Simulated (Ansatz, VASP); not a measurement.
# One calculation of Rh, two programs

File INCAR:

```
ALGO = Normal
DIPOL = 0.5 0.5 0.500
EDIFF = 1E-6
ENCUT = 400
GGA = PS
GGA_COMPAT = F
IDIPOL = 3
ISIF = 2
ISMEAR = 1
LASPH = T
LCHARG = F
LDIPOL = T
LREAL = F
LWAVE = F
NBANDS = 78
NELM = 120
NELMDL = -8
PREC = Accurate
SIGMA = 0.1
```

File KPOINTS:

```
k-points
0
Gamma
  12 12 1
```

Contents of POSCAR:

```
Rh
1.0
    2.6726435090      0.0000000000      0.0000000000
    0.0000000000      2.6726435090      0.0000000000
    0.0000000000      0.0000000000     31.1187547920
Rh
9
Direct
    0.0000000000      0.0000000000      0.2570796953
    0.5000000000      0.5000000000      0.3178097715
    0.0000000000      0.0000000000      0.3785398476
    0.5000000000      0.5000000000      0.4392699238
    0.0000000000      0.0000000000      0.5000000000
    0.5000000000      0.5000000000      0.5607300762
    0.0000000000      0.0000000000      0.6214601524
    0.5000000000      0.5000000000      0.6821902285
    0.0000000000      0.0000000000      0.7429203047
```

Input for Ansatz:

```yaml
crystal:
  lattice:
    - [2.672643509, 0.0, 0.0]
    - [0.0, 2.672643509, 0.0]
    - [0.0, 0.0, 31.118754792]
  atoms:
    - { symbol: Rh, position: [0.0, 0.0, 0.2570796953] }
    - { symbol: Rh, position: [0.5, 0.5, 0.3178097715] }
    - { symbol: Rh, position: [0.0, 0.0, 0.3785398476] }
    - { symbol: Rh, position: [0.5, 0.5, 0.4392699238] }
    - { symbol: Rh, position: [0.0, 0.0, 0.5] }
    - { symbol: Rh, position: [0.5, 0.5, 0.5607300762] }
    - { symbol: Rh, position: [0.0, 0.0, 0.6214601524] }
    - { symbol: Rh, position: [0.5, 0.5, 0.6821902285] }
    - { symbol: Rh, position: [0.0, 0.0, 0.7429203047] }
kpoints:
  mp_grid: { grid: [12, 12, 1] }
scf:
  occupations: { method: cold, width: 0.1 }
hamiltonian:
  xc: pbesol
  pseudopotentials: { kind: paw, azcp: { folder: soft_1 } }
output:
  forces: true
  stress: false
  populations: false
efield:
  axis: 3
  dipole_correction: true
```

Alike in both runs: task single point; functional PBEsol; k mesh 12 × 12 × 1; no spin polarisation.

|  | VASP | Ansatz |
| --- | --- | --- |
| version | VASP 6.6.1 | Ansatz 0.2.0 |
| potentials or method | VASP PAW PBE potentials, release 64 (Rh_pv) | plane-wave PAW, scalar-relativistic |
| plane-wave cutoff (eV) | 400 | 420 |
| occupations | methfessel-paxton of order 1, width 0.1 eV | cold, width 0.1 eV |
| valence electrons in the cell | 135 | 153 |

```tsv
	VASP	Ansatz	Ansatz less VASP
rms of the force components (eV/Å)	0.264	0.264	-0.0001
```

VASP's potentials were made for PBE, not for PBEsol, and Ansatz warns of the same on its side. Atom by atom the forces differ by 0.001 eV/Å (rms over components). VASP's potentials hold 135 valence electrons a cell and Ansatz's 153, so a difference there can come from the potentials and not from the codes.
